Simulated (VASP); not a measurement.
**Sr2HfO2: relaxation of cell and atoms with PBE**

The system is Sr2HfO2.

```
Sr Hf O
1.0
     4.36866    0.00000    0.00000
     0.00000    4.36866    0.00000
     0.00000    0.00000    6.08759
Sr Hf O
2 1 2
Direct
  0.00000 0.00000 0.00000
  0.50000 0.50000 0.00000
  0.50000 0.50000 0.50000
  0.00000 0.00000 0.61135
  0.00000 0.00000 0.38865
```

```yaml
Program: VASP 6.6.1
Task: relaxation of cell and atoms
Functional: PBE
Potentials_or_basis: VASP PAW PBE potentials, release 64 (Sr_sv, Hf_pv, O)
Cutoff: 600 eV
k_mesh: 4 × 4 × 4
Occupations: gaussian, width 0.1 eV
Spin: no spin polarisation
Dipole_correction: no
Further_INCAR_settings: ALGO = Normal; EDIFF = 1e-06; IBRION = 2; EDIFFG = -0.04; NSW = 90; ISIF = 3
```

```yaml
Relaxed_volume: 27.45 Å³/atom
Relaxed_cell: a = 4.729 Å, b = 4.729 Å, c = 6.138 Å, α = 90.00°, β = 90.00°, γ = 90.00°
Space_group_after_relaxing_to_0.05_Å: P4/mmm (No. 123)
Energy_gained_by_relaxing: 49.0 meV/atom
Ionic_steps: 9
Pressure_after_relaxing: 0.1 GPa
Largest_force_after_relaxing: 0.016 eV/Å
Band_gap_on_the_k_mesh: zero (band 21 reaches 2.90 eV, above the bottom of band 22 at 2.04 eV)
```

Forces on the atoms (eV/Å):
```
Sr   0.000  0.000  0.000
Sr   0.000  0.000  0.000
Hf   0.000  0.000  0.000
O    0.000  0.000  0.016
O    0.000  0.000 -0.016
```

Stress tensor (GPa, compression positive):
```
0.02 0.00 0.00
0.00 0.02 0.00
0.00 0.00 0.11
```

The path:
| step | energy change (eV) | largest force (eV/Å) | pressure (GPa) | volume (Å³) |
| --- | --- | --- | --- | --- |
| 1 | 0.0000 | 1.8426 | 4.35 | 116.18 |
| 2 | 0.0668 | 2.1788 | -0.83 | 127.12 |
| 3 | -0.1128 | 0.6275 | 1.68 | 120.36 |
| 4 | -0.1784 | 0.3096 | 0.57 | 126.07 |
| 5 | -0.2032 | 0.1203 | -0.63 | 134.56 |
| 6 | -0.2347 | 0.6098 | 0.13 | 136.27 |
| 7 | -0.2349 | 0.6567 | 0.20 | 136.41 |
| 8 | -0.2302 | 0.7156 | -0.03 | 138.30 |
| 9 | -0.2448 | 0.0161 | 0.05 | 137.25 |

Final structure:
```xyz
5
Lattice="4.7289 0.0000 0.0000 0.0000 4.7289 0.0000 0.0000 0.0000 6.1376" Properties=species:S:1:pos:R:3 pbc="T T T"
Sr    0.0000    0.0000    0.0000
Sr    2.3645    2.3645    0.0000
Hf    2.3645    2.3645    3.0688
O     0.0000    0.0000    3.7726
O     0.0000    0.0000    2.3650
```

Levels at points of the mesh, in eV from the Fermi level:
| k point | band 19 | band 20 | band 21 | band 22 | band 23 | band 24 |
| --- | --- | --- | --- | --- | --- | --- |
| (0.00, 0.00, 0.00) | -1.85 | -1.10 | -0.83 | -0.18 | 0.23 | 0.23 |
| (0.50, 0.00, 0.00) | -1.59 | -0.78 | -0.37 | -0.09 | -0.05 | 1.05 |
| (0.50, 0.50, 0.00) | -2.26 | 0.12 | 0.12 | 0.15 | 0.57 | 1.16 |
| (0.00, 0.00, 0.50) | -1.47 | -1.47 | -0.66 | -0.21 | 0.69 | 0.74 |
| (0.50, 0.00, 0.50) | -0.88 | -0.81 | 0.22 | 0.37 | 0.44 | 0.57 |
| (0.50, 0.50, 0.50) | -0.61 | 0.24 | 0.49 | 0.49 | 0.56 | 0.59 |

Wall time 8.5 min on 1 thread of AMD EPYC 7R43 64-Core Processor (Zen 3) (shared host), peak memory 0.25 GiB.

Caveat: the volume moved by over 15 % at a fixed basis, so the end points are rough; spin-orbit coupling is left out, which moves the levels of the heavy elements.
